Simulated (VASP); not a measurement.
Runs of VASP 6.6.1 on Ta. The structure is that of space group P6_3/mmc (No. 194), or close to it. The cells are those of the table. This isn't the form of Ta at room conditions, which is bcc.

| cell | smearing | gap on the mesh (eV) | pressure (GPa) |
| --- | --- | --- | --- |
| a = 2.561, b = 2.561, c = 4.468 Å, angles 90.0, 90.0, 120.0°, 2 atoms | fermi-dirac 0.1 eV | none | 138.7 |
| a = 2.673, b = 2.673, c = 4.690 Å, angles 90.0, 90.0, 120.0°, 2 atoms | fermi-dirac 0.1 eV | none | 68.0 |
| a = 2.324, b = 2.324, c = 3.878 Å, angles 90.0, 90.0, 120.0°, 2 atoms | fermi-dirac 0.1 eV | none | 512.3 |
| a = 2.776, b = 2.776, c = 4.891 Å, angles 90.0, 90.0, 120.0°, 2 atoms | fermi-dirac 0.1 eV | none | 26.0 |
| a = 2.561, b = 2.561, c = 4.468 Å, angles 90.0, 90.0, 120.0°, 2 atoms | methfessel-paxton 0.05 eV | none | 138.2 |
| a = 2.561, b = 2.561, c = 4.468 Å, angles 90.0, 90.0, 120.0°, 2 atoms | tetrahedron | none | (a) |
| a = 2.448, b = 2.448, c = 4.192 Å, angles 90.0, 90.0, 120.0°, 2 atoms | fermi-dirac 0.1 eV | none | (b) |

Alike in all rows: task single point; level PBEsol; potentials or basis VASP PAW PBE potentials, release 64 (Ta_pv); no spin polarisation; k mesh 17 × 17 × 9; cutoff (eV) 520.

Estimate the missing entries.

(a) 139.0; (b) 263.7.

Caveats: the cell stands under pressure; the PAW data sets were made with another functional, which shifts forces and pressure a little; spin-orbit coupling is left out, which moves the levels of the heavy elements.

A k mesh can miss the band edges, and the runs leave out spin-orbit coupling on Ta.

A gap of «none» marks levels without a gap at the run's occupations.
